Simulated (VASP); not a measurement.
Here is a VASP 6.6.1 calculation.

Contents of INCAR:

```
PREC = Accurate
ENCUT = 600
EDIFF = 1E-6
ISMEAR = 0
SIGMA = 0.02
LREAL = False
LASPH = True
NELM = 120
ALGO = Normal
ISIF = 2
LWAVE = False
LCHARG = False
GGA = PE
NBANDS = 14
GGA_COMPAT = False
```

File KPOINTS:

```
regular mesh
0
Gamma
  8 8 8
```

Contents of POSCAR:

```
NaF
1.0
    0.0000000000      2.3505459843      2.3505459843
    2.3505459843      0.0000000000      2.3505459843
    2.3505459843      2.3505459843      0.0000000000
Na F
1 1
Direct
    0.0000000000      0.0000000000      0.0000000000
    0.5000000000      0.5000000000      0.5000000000
```

Potentials or basis: VASP PAW PBE potentials, release 64 (Na_pv, F).

Command:

```sh
$ cat potpaw_PBE.64/Na_pv/POTCAR potpaw_PBE.64/F/POTCAR > POTCAR
$ mpirun -np 1 vasp_std > vasp.out
```

Q: Predict the band gap on the k mesh.

A: 6.07 eV.

Q: Estimate the pressure.

A: -0.3 GPa.
